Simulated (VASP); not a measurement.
**Sc: single point with revPBE**

The system is Sc.

```
Sc
1.0
     0.00000    2.33455    2.33455
     2.33455    0.00000    2.33455
     2.33455    2.33455    0.00000
Sc
1
Direct
  0.00000 0.00000 0.00000
```

- Program: VASP 6.6.1
- Task: single point
- Functional: revPBE
- Potentials or basis: VASP PAW PBE potentials, release 64 (Sc_sv)
- Cutoff: 520 eV
- k mesh: 10 × 10 × 10
- Occupations: fermi-dirac, width 0.05 eV
- Spin: no spin polarisation

```json
{
 "Pressure": "0.0 GPa"
}
```

Levels at points of the mesh, in eV from the Fermi level:
| k point | band 1 | band 2 | band 3 | band 4 | band 5 | band 6 | band 7 | band 8 | band 9 | band 10 |
| --- | --- | --- | --- | --- | --- | --- | --- | --- | --- | --- |
| (0.00, 0.00, 0.00) | -49.63 | -28.01 | -28.01 | -28.01 | -5.13 | 1.55 | 1.55 | 1.55 | 2.87 | 2.87 |
| (0.50, 0.00, 0.00) | -49.58 | -28.36 | -28.06 | -28.06 | -1.72 | 0.15 | 1.45 | 1.45 | 3.72 | 3.72 |
| (0.50, 0.50, 0.00) | -49.56 | -28.34 | -28.14 | -28.14 | -1.45 | -0.57 | 1.80 | 3.71 | 3.93 | 3.93 |

Run time: 20 s on 1 thread of Intel(R) Xeon(R) Platinum 8259CL CPU @ 2.50GHz (Skylake/Cascade Lake) (shared host), peak memory 0.16 GiB.

Caveat: the PAW data sets were made with another functional, which shifts forces and pressure a little.
